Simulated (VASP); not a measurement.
The system is MgTeSe3.

```xyz
5
Lattice="3.7798 2.1823 3.5817 -3.7798 2.1823 3.5817 0.0000 -4.3646 3.5817" Properties=species:S:1:pos:R:3 pbc="T T T"
Mg    0.0000    0.0000    9.2971
Te    0.0000    0.0000    5.5539
Se    0.0000    2.2245    4.2833
Se    1.9264   -1.1122    4.2833
Se   -1.9264   -1.1122    4.2833
```

| Property | Result |
| --- | --- |
| Program | VASP 6.6.1 |
| Task | relaxation of cell and atoms |
| Functional | PBE |
| Potentials or basis | VASP PAW PBE potentials, release 64 (Mg, Te, Se) |
| Cutoff | 600 eV |
| k mesh | 6 × 6 × 6 |
| Occupations | gaussian, width 0.02 eV |
| Spin | no spin polarisation |

At the start: pressure 0.5 GPa; volume 35.45 Å³/atom.

Q: How do energy, volume and symmetry change on relaxing?

A: Over 19 steps the energy falls by 7.4 meV/atom and the volume is 37.83 Å³/atom (+6.7 %); space group R3m (No. 160, to 0.05 Å).

The path:
```csv
step,energy change (eV),largest force (eV/Å),pressure (GPa),volume (Å³)
1,0.0000,0.1960,0.45,177.26
2,-0.0101,0.2092,0.08,179.84
3,-0.0145,0.2570,-0.49,184.25
4,-0.0197,0.2461,-0.42,184.77
5,-0.0271,0.2175,-0.18,186.10
6,-0.0277,0.2066,-0.08,186.59
7,-0.0308,0.1565,-0.02,186.45
8,-0.0343,0.0636,0.12,186.13
9,-0.0343,0.0583,0.13,186.10
10,-0.0348,0.0396,0.01,186.73
11,-0.0348,0.0465,-0.02,186.89
12,-0.0351,0.0445,-0.02,187.09
13,-0.0359,0.0548,-0.02,187.71
14,-0.0359,0.0749,-0.01,188.94
15,-0.0361,0.0654,-0.01,188.36
16,-0.0365,0.0353,0.03,188.53
17,-0.0367,0.0282,0.07,188.74
18,-0.0368,0.0217,-0.05,189.50
19,-0.0368,0.0092,0.00,189.17
```

Final structure:
```xyz
5
Lattice="3.7875 2.1867 3.8068 -3.7875 2.1867 3.8068 0.0000 -4.3734 3.8068" Properties=species:S:1:pos:R:3 pbc="T T T"
Mg    0.0000    0.0000    9.7946
Te    0.0000    0.0000    5.8553
Se    0.0000    2.2135    4.5974
Se    1.9169   -1.1067    4.5974
Se   -1.9169   -1.1067    4.5974
```
